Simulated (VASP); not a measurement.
Set up this calculation in VASP 6.6.1, as the native input.

```yaml
Task: single point
Functional: r2SCAN
Potentials_or_basis: VASP PAW PBE potentials, release 64 (Cu)
Cutoff: 520 eV
k_mesh: 24 × 24 × 24
Occupations: gaussian, width 0.15 eV
Spin: no spin polarisation
Dipole_correction: no
Further_INCAR_settings: ALGO = Normal; EDIFF = 1e-06; NBANDS = 12
```

Crystal: Cu.

```
CELL_PARAMETERS angstrom
-1.37065 1.37065 1.30728
1.37065 -1.37065 1.30728
1.37065 1.37065 -1.30728
ATOMIC_POSITIONS crystal
Cu 0.00000 0.00000 0.00000
```

This cell differs from its parent crystal: strain -0.050 along x and y, -0.050 along z.

The input as run:

POSCAR

```
Cu
1.0
   -1.3706536540      1.3706536540      1.3072773775
    1.3706536540     -1.3706536540      1.3072773775
    1.3706536540      1.3706536540     -1.3072773775
Cu
1
Direct
    0.0000000000      0.0000000000      0.0000000000
```

INCAR.step1

```
SYSTEM = Cu
ALGO = Normal
EDIFF = 1E-4
ENCUT = 520
GGA = PE
ISMEAR = 0
LASPH = .TRUE.
LCHARG = .FALSE.
LREAL = .FALSE.
LWAVE = .TRUE.
NBANDS = 12
NELM = 100
PREC = Accurate
SIGMA = 0.15
```

INCAR.step2

```
SYSTEM = Cu
ALGO = Normal
EDIFF = 1E-6
ENCUT = 520
ISIF = 2
ISMEAR = 0
ISTART = 1
LASPH = .TRUE.
LCHARG = .TRUE.
LELF = .TRUE.
LMIXTAU = .TRUE.
LREAL = .FALSE.
LVHAR = .TRUE.
LWAVE = .FALSE.
METAGGA = R2SCAN
NBANDS = 12
NELM = 100
PREC = Accurate
SIGMA = 0.15
```

KPOINTS

```
k-points
0
G
  24 24 24
  0 0 0
```

Potentials or basis: VASP PAW PBE potentials, release 64 (Cu).

The run is started by

```sh
$ cat potpaw_PBE.64/Cu/POTCAR > POTCAR
$ cp INCAR.step1 INCAR
$ mpirun -np 1 vasp_std > vasp.out
$ cp INCAR.step2 INCAR
$ mpirun -np 1 vasp_std > vasp.out
```

It gave:

```json
{"Pressure": "38.0 GPa"}
```

Caveat: the cell differs from its parent crystal (strain -0.050 along x and y, -0.050 along z); the PAW data sets were made with another functional, which shifts forces and pressure a little.

It took 5.9 min on 1 thread of Intel Xeon 6975P-C (shared host), peak memory 0.23 GiB.
